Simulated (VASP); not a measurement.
# BN (P6_3/mmc) in VASP: notebook

BN is run at these levels: PBEsol; tasks: single point.

All numbers are computed with VASP 6.6.1; they aren't measurements. Logs are shortened: lines on timing, memory, paths and dates and some standing lists are left out, and cuts for length are marked.

### Step 1. The cell of the first run

The structure is hexagonal, space group P6_3/mmc (No. 194). The conventional cell has a = 2.453 Å, b = 2.453 Å, c = 6.525 Å, α = 90.00°, β = 90.00°, γ = 120.00°. B (site symmetry -6m2) has 3 N at 1.42 Å within 1.9 Å. Within 1.9 Å of N (site symmetry -6m2) lie 3 B at 1.42 Å.

### Step 2. Single point, PBEsol (volume scaled by 0.94)

File INCAR:

```
SYSTEM = BN
ALGO     = Normal         ! electronic algorithm
EDIFF    = 1E-6           ! SCF threshold, eV
ENCUT    = 520            ! plane-wave cutoff, eV
GGA      = PS             ! functional
ISIF     = 2              ! what is computed and relaxed
ISMEAR   = -1             ! smearing method
LASPH    = .TRUE.         ! aspherical terms in the spheres
LCHARG   = .FALSE.        ! write CHGCAR
LREAL    = .FALSE.        ! projectors in reciprocal space
LWAVE    = .FALSE.        ! write WAVECAR
NBANDS   = 16             ! bands
NELM     = 60             ! most SCF steps
PREC     = Accurate       ! precision mode
SIGMA    = 0.02           ! smearing width, eV
```

File KPOINTS:

```
k-points
0
G
  11 11 4
  0 0 0
```

File POSCAR:

```
BN
1.0
    2.4528754899      0.0000000000      0.0000000000
   -1.2264377450      2.1242524866      0.0000000000
    0.0000000000      0.0000000000      6.5252189874
B N
2 2
Direct
    0.3333333333      0.6666666667      0.2500000000
    0.6666666667      0.3333333333      0.7500000000
    0.3333333333      0.6666666667      0.7500000000
    0.6666666667      0.3333333333      0.2500000000
```

Potentials or basis: VASP PAW PBE potentials, release 64 (B, N).

The run is started by

```
$ cat potpaw_PBE.64/B/POTCAR potpaw_PBE.64/N/POTCAR > POTCAR
$ mpirun -np 1 vasp_std > vasp.out
```

OUTCAR:

```text
SYSTEM = BN
   EDIFF = 1E-6
   ENCUT = 520
   GGA = PS
   ISIF = 2
   ISMEAR = -1
   LASPH = .TRUE.
   LREAL = .FALSE.
   NELM = 60
   PREC = Accurate

 ion  position               nearest neighbor table
   1  0.333  0.667  0.250-   4 1.42   4 1.42   4 1.42
   2  0.667  0.333  0.750-   3 1.42   3 1.42   3 1.42
   3  0.333  0.667  0.750-   2 1.42   2 1.42   2 1.42
   4  0.667  0.333  0.250-   1 1.42   1 1.42   1 1.42

  LATTYP: Found a hexagonal cell.
 ALAT       =     2.4528754899
 C/A-ratio  =     2.6602324554

  Lattice vectors:

 A1 = (   2.4528754899,   0.0000000000,   0.0000000000)
 A2 = (  -1.2264377450,   2.1242524866,   0.0000000000)
 A3 = (   0.0000000000,   0.0000000000,   6.5252189874)

Analysis of symmetry for initial positions (statically):
=====================================================================
 Subroutine PRICEL returns:
 Original cell was already a primitive cell.

 Routine SETGRP: Setting up the symmetry group for a
 hexagonal supercell.

 Subroutine GETGRP returns: Found 24 space group operations
 (whereof 12 operations were pure point group operations)
 out of a pool of 24 trial point group operations.

The static configuration has the point symmetry D_3d.
 The point group associated with its full space group is D_6h.

Analysis of symmetry for dynamics (positions and initial velocities):
=====================================================================
 Subroutine PRICEL returns:
 Original cell was already a primitive cell.

 Routine SETGRP: Setting up the symmetry group for a
 hexagonal supercell.

 Subroutine GETGRP returns: Found 24 space group operations
 (whereof 12 operations were pure point group operations)
 out of a pool of 24 trial point group operations.

The dynamic configuration has the point symmetry D_3d.
 The point group associated with its full space group is D_6h.

 Subroutine INISYM returns: Found 24 space group operations
 (whereof 12 operations are pure point group operations),
 and found     1 'primitive' translations

----------------------------------------------------------------------------------------

                                     Primitive cell

  volume of cell :      33.9998

  direct lattice vectors                    reciprocal lattice vectors
     2.452875490  0.000000000  0.000000000     0.407684778  0.235376916  0.000000000
    -1.226437745  2.124252487  0.000000000     0.000000000  0.470753833  0.000000000
     0.000000000  0.000000000  6.525218987     0.000000000  0.000000000  0.153251562

  length of vectors
     2.452875490  2.452875490  6.525218987     0.470753833  0.470753833  0.153251562

  position of ions in fractional coordinates (direct lattice)
     0.333333333  0.666666667  0.250000000
     0.666666667  0.333333333  0.750000000
     0.333333333  0.666666667  0.750000000
     0.666666667  0.333333333  0.250000000

  ion indices of the primitive-cell ions
   primitive index   ion index
                 1           1
                 2           2
                 3           3
                 4           4

----------------------------------------------------------------------------------------

 KPOINTS: k-points

Automatic generation of k-mesh.
 Grid dimensions read from file:
 generate k-points for:   11   11    4

 Generating k-lattice:

  Cartesian coordinates                     Fractional coordinates (reciprocal lattice)
     0.037062253  0.021397901  0.000000000     0.090909091 -0.000000000  0.000000000
     0.000000000  0.042795803  0.000000000     0.000000000  0.090909091  0.000000000
     0.000000000  0.000000000  0.038312890     0.000000000  0.000000000  0.250000000

  Length of vectors
     0.042795803  0.042795803  0.038312890

  Shift w.r.t. Gamma in fractional coordinates (k-lattice)
     0.000000000  0.000000000  0.000000000

 Subroutine IBZKPT returns following result:
 ===========================================

 Found     48 irreducible k-points:

 Following reciprocal coordinates:
            Coordinates               Weight
  0.000000  0.000000  0.000000      1.000000
  0.090909  0.000000  0.000000      6.000000
  0.181818  0.000000  0.000000      6.000000
  0.272727  0.000000  0.000000      6.000000
  0.363636  0.000000  0.000000      6.000000
  0.454545  0.000000  0.000000      6.000000
[... 16 lines left out ...]
  0.090909  0.090909  0.250000     12.000000
  0.181818  0.090909  0.250000     24.000000
 [... further k-points ...]
   k-points           NKPTS =     48   k-points in BZ     NKDIM =     48   number of bands    NBANDS=     16
   number of dos      NEDOS =    301   number of ions     NIONS =      4
   total plane-waves  NPLWV =  16200
   dimension x,y,z NGX =    18 NGY =   18 NGZ =   50
   dimension x,y,z NGXF=    36 NGYF=   36 NGZF=  100
   ions per type =               2   2
   NGX,Y,Z   is equivalent  to a cutoff of  12.20, 12.20, 12.74 a.u.
   NGXF,Y,Z  is equivalent  to a cutoff of  24.40, 24.40, 25.48 a.u.
 SYSTEM =  BN
[... 31 lines left out ...]
  Fermi-wavevector in a.u.,A,eV,Ry     =   1.273374  2.406328 22.061587  1.621481
  Thomas-Fermi vector in A             =   2.406201
   LORBIT       =      0    0 simple, 1 ext, 2 COOP (PROOUT), +10 PAW based schemes
   GGA     = PS    functional components
   LHFCALC =     F    Hartree Fock is set to
   AEXX    =    0.0000 exact exchange contribution
   IVDW    =     0    specifies the selected vdW correction
   LEPSILON=     F    determine dielectric tensor
   LRPA    =     F    only Hartree local field effects (RPA)
 non-spin polarized calculation
  energy-cutoff  :      520.00
  volume of cell :       34.00
 maximum number of plane-waves:       940
   NGX =  9   NGY =  9   NGZ = 25

 number of electron      16.0000001 magnetization

 Free energy of the ion-electron system (eV)
  ---------------------------------------------------
  ext. energy  EPLUGINS =         0.00000000
  ---------------------------------------------------
  free energy    TOTEN  =       -36.44486649 eV

  energy without entropy =      -36.44486649  energy(sigma->0) =      -36.44486649

 E-fermi :   3.1468     XC(G=0): -10.5497

 val. band max:        2.6326889764   @ k =   0.3636   0.2727   0.0000
 cond. band min:       6.9340605883   @ k =   0.4545   0.0909   0.0000
 fundamental gap:      4.3013716119
 Fermi energy:         3.1468371122

 k-point     1 :       0.0000    0.0000    0.0000
  band No.  band energies     occupation
      1     -15.5483      2.00000
      2     -15.2085      2.00000
      3      -4.0848      2.00000
      4      -1.7608      2.00000
      5       1.3748      2.00000
      6       1.3748      2.00000
[... 8 lines left out ...]
     15      15.9584      0.00000
     16      16.3594      0.00000

 k-point     2 :       0.0909    0.0000    0.0000
  band No.  band energies     occupation
      1     -15.3783      2.00000
      2     -15.0447      2.00000
      3      -3.8501      2.00000
      4      -1.5498      2.00000
      5       0.6957      2.00000
      6       0.7319      2.00000
[... 8 lines left out ...]
     15      15.7030      0.00000
     16      16.4624      0.00000

 k-point     3 :       0.1818    0.0000    0.0000
  band No.  band energies     occupation
      1     -14.8783      2.00000
      2     -14.5637      2.00000
      3      -3.1555      2.00000
      4      -0.9911      2.00000
      5      -0.9423      2.00000
      6      -0.9316      2.00000
[... 8 lines left out ...]
     15      17.5058      0.00000
     16      17.6565      0.00000

 k-point     4 :       0.2727    0.0000    0.0000
  band No.  band energies     occupation
      1     -14.0865      2.00000
      2     -13.8063      2.00000
      3      -3.0693      2.00000
      4      -2.9926      2.00000
      5      -2.0380      2.00000
      6      -0.5689      2.00000
[... 8 lines left out ...]
     15      18.8015      0.00000
     16      20.1301      0.00000
[... 324 lines left out ...]
 k-point    22 :       0.4545    0.0000    0.2500
  band No.  band energies     occupation
      1     -12.2478      2.00000
      2     -12.1653      2.00000
      3      -6.3585      2.00000
      4      -6.3043      2.00000
      5      -1.5707      2.00000
      6      -1.5207      2.00000
[... 8 lines left out ...]
     15      18.7066      0.00000
     16      21.1384      0.00000

 k-point    23 :       0.0909    0.0909    0.2500
  band No.  band energies     occupation
      1     -14.9987      2.00000
      2     -14.7719      2.00000
      3      -3.1134      2.00000
      4      -1.5520      2.00000
      5      -0.3741      2.00000
      6      -0.3494      2.00000
[... 8 lines left out ...]
     15      16.5803      0.00000
     16      17.0060      0.00000

 k-point    24 :       0.1818    0.0909    0.2500
  band No.  band energies     occupation
      1     -14.3539      2.00000
      2     -14.1457      2.00000
      3      -2.2870      2.00000
      4      -2.0980      2.00000
      5      -2.0389      2.00000
      6      -0.7186      2.00000
[... 8 lines left out ...]
     15      18.2001      0.00000
     16      18.3037      0.00000

 [... further k-points ...]
[... 5 lines left out ...]
  --------------------------------------------------------------------------------------
  -------------------------------------------------------------------------------------
  Total        5.4547669      5.4547669      0.2863689     -0.0000000      0.0000000     -0.0000000
  in kB      257.0455265    257.0455266     13.4945907     -0.0000000      0.0000000     -0.0000000
  external PRESSURE =     175.8618813 kB  Pullay stress =       0.0000000 kB

 VOLUME and BASIS-vectors are now :
 -----------------------------------------------------------------------------
  energy-cutoff  :      520.00
  volume of cell :       34.00
      direct lattice vectors                 reciprocal lattice vectors
     2.452875490  0.000000000  0.000000000     0.407684778  0.235376916  0.000000000
    -1.226437745  2.124252487  0.000000000     0.000000000  0.470753833  0.000000000
     0.000000000  0.000000000  6.525218987     0.000000000  0.000000000  0.153251562

 POSITION                                       TOTAL-FORCE (eV/Angst)
 -----------------------------------------------------------------------------------
     -0.00000      1.41617      1.63130        -0.000000     -0.000000      0.000000
      1.22644      0.70808      4.89391         0.000000      0.000000      0.000000
     -0.00000      1.41617      4.89391        -0.000000     -0.000000      0.000000
      1.22644      0.70808      1.63130        -0.000000      0.000000      0.000000
 -----------------------------------------------------------------------------------
    total drift:                               -0.000000      0.000000      0.000000

  FREE ENERGIE OF THE ION-ELECTRON SYSTEM (eV)
  ---------------------------------------------------
  free  energy   TOTEN  =       -36.4448664900 eV

  energy  without entropy=      -36.4448664900  energy(sigma->0) =      -36.44486649
```

Wall time 19 s (1 thread of Intel Xeon Platinum 8259CL at 2.50GHz (Skylake/Cascade Lake), shared host); peak memory 0.15 GiB.

What came out:

```
Free energy            : -36.4449 eV
Pressure               : 17.6 GPa
Band gap on the k mesh : 4.30 eV, indirect (least direct gap 4.70 eV)
```

Stress tensor (GPa, compression positive):
```
25.70  0.00  0.00
 0.00 25.70  0.00
 0.00  0.00  1.35
```

Levels at points of the mesh, in eV from the valence-band top:
```csv
k point,band 6,band 7,band 8,band 9,band 10,band 11
"(0.00, 0.00, 0.00)",-1.26,-1.22,-1.22,5.12,10.56,11.99
"(0.00, 0.00, 0.50)",-1.24,-1.24,-1.24,7.69,7.69,12.06
```

Caveat: the cell differs from its parent crystal (volume scaled by 0.94); the PAW data sets were made with another functional, which shifts forces and pressure a little; this functional lacks dispersion, which binds the layers, so the pressure and a relaxed spacing across them are unreliable. A k mesh can miss the band edges.

### Step 3. Single point, PBEsol (volume scaled by 0.98)

File INCAR:

```
SYSTEM = BN
ALGO = Normal ; EDIFF = 1E-6
ENCUT = 520 ; GGA = PS
ISIF = 2 ; ISMEAR = -1
LASPH = .True. ; LCHARG = .False.
LREAL = .False. ; LWAVE = .False.
NBANDS = 16 ; NELM = 100
PREC = Accurate ; SIGMA = 0.02
```

File KPOINTS:

```
k-points
0
Gamma
  11 11 4
  0 0 0
```

File POSCAR:

```
BN
1.0
    2.4871858845      0.0000000000      0.0000000000
   -1.2435929423      2.1539661599      0.0000000000
    0.0000000000      0.0000000000      6.6164926127
B N
2 2
Direct
    0.3333333333      0.6666666667      0.2500000000
    0.6666666667      0.3333333333      0.7500000000
    0.3333333333      0.6666666667      0.7500000000
    0.6666666667      0.3333333333      0.2500000000
```

Potentials or basis: VASP PAW PBE potentials, release 64 (B, N).

The run is started by

```
$ cat potpaw_PBE.64/B/POTCAR potpaw_PBE.64/N/POTCAR > POTCAR
$ mpirun -np 1 vasp_std > vasp.out
```

It took 18 s on 1 thread of Intel Xeon Platinum 8259CL at 2.50GHz (Skylake/Cascade Lake), shared host; peak memory 0.15 GiB.

Results (log left out):

```yaml
Free_energy: -36.5505 eV
Pressure: 5.8 GPa
Band_gap_on_the_k_mesh: 4.25 eV, indirect (least direct gap 4.64 eV)
```

Stress tensor (GPa, compression positive):
```
8.33 0.00 0.00
0.00 8.33 0.00
0.00 0.00 0.89
```

Levels at points of the mesh, in eV from the valence-band top:
| k point | band 4 | band 5 | band 6 | band 7 | band 8 | band 9 | band 10 | band 11 | band 12 | band 13 |
| --- | --- | --- | --- | --- | --- | --- | --- | --- | --- | --- |
| (0.00, 0.00, 0.00) | -4.24 | -1.31 | -1.31 | -1.27 | -1.27 | 5.04 | 10.26 | 11.64 | 11.64 | 11.77 |
| (0.00, 0.00, 0.50) | -5.47 | -1.29 | -1.29 | -1.29 | -1.29 | 7.49 | 7.49 | 11.71 | 11.71 | 11.71 |

Caveat: the cell differs from its parent crystal (volume scaled by 0.98); the PAW data sets were made with another functional, which shifts forces and pressure a little; this functional lacks dispersion, which binds the layers, so the pressure and a relaxed spacing across them are unreliable. A k mesh can miss the band edges.

### Step 4. Single point, PBEsol

This run uses another cell than the first one, of 9.04 Å³/atom, 1.064 times its volume.

File INCAR:

```
  PREC = Accurate
  ENCUT = 520
  EDIFF = 1E-6
  ISMEAR = -1
  SIGMA = 0.02
  LREAL = F
  LASPH = T
  NELM = 100
  ALGO = Normal
  ISIF = 2
  LWAVE = F
  LCHARG = F
  GGA = PS
  NBANDS = 16
```

File KPOINTS:

```
Automatic mesh
0
Gamma
  11 11 4
```

File POSCAR:

```
BN
1.0
    2.5039917043      0.0000000000      0.0000000000
   -1.2519958522      2.1685204268      0.0000000000
    0.0000000000      0.0000000000      6.6612000000
B N
2 2
Direct
    0.3333333333      0.6666666667      0.2500000000
    0.6666666667      0.3333333333      0.7500000000
    0.3333333333      0.6666666667      0.7500000000
    0.6666666667      0.3333333333      0.2500000000
```

The run is started by

```
$ cat potpaw_PBE.64/B/POTCAR potpaw_PBE.64/N/POTCAR > POTCAR
$ mpirun -np 1 vasp_std > vasp.out
```

It took 21 s on 1 thread of Intel Xeon Platinum 8259CL at 2.50GHz (Skylake/Cascade Lake), shared host; peak memory 0.15 GiB.

It converged, with:

- Free energy: -36.5660 eV
- Pressure: 0.7 GPa
- Band gap on the k mesh: 4.23 eV, indirect (least direct gap 4.60 eV)

Levels at points of the mesh, in eV from the valence-band top:
| k point | band 6 | band 7 | band 8 | band 9 | band 10 | band 11 |
| --- | --- | --- | --- | --- | --- | --- |
| (0.00, 0.00, 0.00) | -1.33 | -1.30 | -1.30 | 5.01 | 10.11 | 11.48 |
| (0.00, 0.00, 0.50) | -1.32 | -1.32 | -1.32 | 7.39 | 7.39 | 11.54 |

Caveat: the PAW data sets were made with another functional, which shifts forces and pressure a little; this functional lacks dispersion, which binds the layers, so the pressure and a relaxed spacing across them are unreliable. A k mesh can miss the band edges.

### Step 5. Single point, PBEsol (volume scaled by 1.01)

File INCAR:

```
SYSTEM = BN
PREC = Accurate ; ENCUT = 520
EDIFF = 1E-6 ; ISMEAR = -1
SIGMA = 0.02 ; LREAL = .FALSE.
LASPH = .TRUE. ; NELM = 80
ALGO = Normal ; ISIF = 2
LWAVE = .FALSE. ; LCHARG = .FALSE.
GGA = PS ; NBANDS = 16
```

File KPOINTS:

```
Automatic mesh
0
G
  11 11 4
  0 0 0
```

File POSCAR:

```
BN
1.0
    2.5123106747      0.0000000000      0.0000000000
   -1.2561553374      2.1757248665      0.0000000000
    0.0000000000      0.0000000000      6.6833303951
B N
2 2
Direct
    0.3333333333      0.6666666667      0.2500000000
    0.6666666667      0.3333333333      0.7500000000
    0.3333333333      0.6666666667      0.7500000000
    0.6666666667      0.3333333333      0.2500000000
```

The run is started by

```
$ cat potpaw_PBE.64/B/POTCAR potpaw_PBE.64/N/POTCAR > POTCAR
$ mpirun -np 1 vasp_std > vasp.out
```

Run time: 21 s. Hardware: 1 thread of Intel Xeon Platinum 8259CL at 2.50GHz (Skylake/Cascade Lake), shared host; peak memory 0.15 GiB.

The run converged. Its results:

* Free energy: -36.5653 eV
* Pressure: -1.6 GPa
* Band gap on the k mesh: 4.22 eV, indirect (least direct gap 4.58 eV)

Stress tensor (GPa, compression positive):
```
-2.78  0.00  0.00
 0.00 -2.78  0.00
 0.00  0.00  0.62
```

Levels at points of the mesh, in eV from the valence-band top:
| k point | band 5 | band 6 | band 7 | band 8 | band 9 | band 10 | band 11 | band 12 |
| --- | --- | --- | --- | --- | --- | --- | --- | --- |
| (0.00, 0.00, 0.00) | -1.35 | -1.35 | -1.31 | -1.31 | 4.99 | 10.04 | 11.40 | 11.40 |
| (0.00, 0.00, 0.50) | -1.33 | -1.33 | -1.33 | -1.33 | 7.35 | 7.35 | 11.46 | 11.46 |

Caveat: the cell differs from its parent crystal (volume scaled by 1.01); the PAW data sets were made with another functional, which shifts forces and pressure a little; this functional lacks dispersion, which binds the layers, so the pressure and a relaxed spacing across them are unreliable. A k mesh can miss the band edges.

### Step 6. Summary

| cell | gap on the mesh (eV) | pressure (GPa) |
| --- | --- | --- |
| a = 2.453, b = 2.453, c = 6.525 Å, angles 90.0, 90.0, 120.0°, 4 atoms | 4.30 | 17.6 |
| a = 2.487, b = 2.487, c = 6.616 Å, angles 90.0, 90.0, 120.0°, 4 atoms | 4.25 | 5.8 |
| a = 2.504, b = 2.504, c = 6.661 Å, angles 90.0, 90.0, 120.0°, 4 atoms | 4.23 | 0.7 |
| a = 2.512, b = 2.512, c = 6.683 Å, angles 90.0, 90.0, 120.0°, 4 atoms | 4.22 | -1.6 |

Alike in all rows: task single point; level PBEsol; potentials or basis VASP PAW PBE potentials, release 64 (B, N); no spin polarisation; k mesh 11 × 11 × 4; cutoff (eV) 520; smearing fermi-dirac 0.02 eV.

Caveats: the PAW data sets were made with another functional, which shifts forces and pressure a little; this functional lacks dispersion, which binds the layers, so the pressure and a relaxed spacing across them are unreliable.

Total energies depend on the potentials used, so only differences within one code and one set of settings carry meaning.
